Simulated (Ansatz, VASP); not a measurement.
# BN: VASP beside Ansatz

```xyz
2
Lattice="0.0000 1.7891 1.8048 1.7891 0.0000 1.8048 1.7891 1.7891 0.0000" Properties=species:S:1:pos:R:3 pbc="T T T"
B     0.0000    0.0000    0.0000
N     0.8946    0.8946    0.9024
```

Change from the starting cell: biaxial_xy strain -0.9%.

Alike in both runs: task single point; functional HSE06; k mesh 8 × 8 × 8; no spin polarisation.

|  | VASP | Ansatz |
| --- | --- | --- |
| version | VASP 6.6.1 | Ansatz 0.2.0 |
| potentials or method | VASP PAW PBE potentials, release 64 (B, N) | plane waves, PAW |
| plane-wave cutoff (eV) | 520 | 420 |
| occupations | gaussian, width 0.01 eV | fixed |
| valence electrons in the cell | 8 | 8 |

VASP gave:

```
gap on the k mesh at the Fermi level (eV)                     : 5.72
pressure (GPa)                                                : 3.1
traceless stress, the component that is largest in VASP (GPa) : -3.88
```

Problem. Estimate Ansatz's values.

Solution. gap on the k mesh at the Fermi level (eV): 5.73; pressure (GPa): 2.6; traceless stress, the component that is largest in VASP (GPa): -3.89.

Ansatz's warnings: stress exchange threshold loose, stress scf threshold loose.
